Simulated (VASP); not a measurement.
Write the native input for VASP 6.6.1 that does the following.

```yaml
Task: single point
Functional: LDA
Potentials_or_basis: VASP PAW LDA potentials, release 64 (K_sv, I)
Cutoff: 520 eV
k_mesh: 6 × 6 × 6
Occupations: gaussian, width 0.05 eV
Spin: no spin polarisation
Dipole_correction: no
Further_INCAR_settings: ALGO = Normal; EDIFF = 1e-07; NBANDS = 15
```

The structure of KI lies in POSCAR:

```
KI
1.0
    0.0000000000      3.4562963656      3.4109309835
    3.4562963656      0.0000000000      3.4109309835
    3.4562963656      3.4562963656      0.0000000000
K I
1 1
Direct
   -0.0289656989     -0.0289656989      0.0289656989
    0.5089241111      0.5089241111      0.4910758889
```

This cell differs from its parent crystal: atoms displaced along a vibrational mode, the cell strained.

These files were run (other wordings do the same):

INCAR

```
SYSTEM = KI
PREC     = Accurate       ! precision mode
ENCUT    = 520            ! plane-wave cutoff, eV
EDIFF    = 1E-7           ! SCF threshold, eV
ISMEAR   = 0              ! smearing method
SIGMA    = 0.05           ! smearing width, eV
LREAL    = .FALSE.        ! projectors in reciprocal space
LASPH    = .TRUE.         ! aspherical terms in the spheres
NELM     = 60             ! most SCF steps
ALGO     = Normal         ! electronic algorithm
ISIF     = 2              ! what is computed and relaxed
LWAVE    = .FALSE.        ! write WAVECAR
LCHARG   = .FALSE.        ! write CHGCAR
GGA      = CA             ! functional
NBANDS   = 15             ! bands
```

KPOINTS

```
Automatic mesh
0
G
  6 6 6
  0 0 0
```

Potentials or basis: VASP PAW LDA potentials, release 64 (K_sv, I).

Run with:

```bash
$ cat potpaw_LDA.64/K_sv/POTCAR potpaw_LDA.64/I/POTCAR > POTCAR
$ mpirun -np 1 vasp_std > vasp.out
```

It gave:

The pressure is 0.0 GPa and the largest force is 0.461 eV/Å. The band gap on the k mesh is 3.81 eV.

Caveat: the cell differs from its parent crystal (atoms displaced along a vibrational mode, the cell strained); spin-orbit coupling is left out, which moves the levels of the heavy elements.

It took 67 s on 1 thread of AMD EPYC 7R13, on a shared host, peak memory 0.16 GiB.
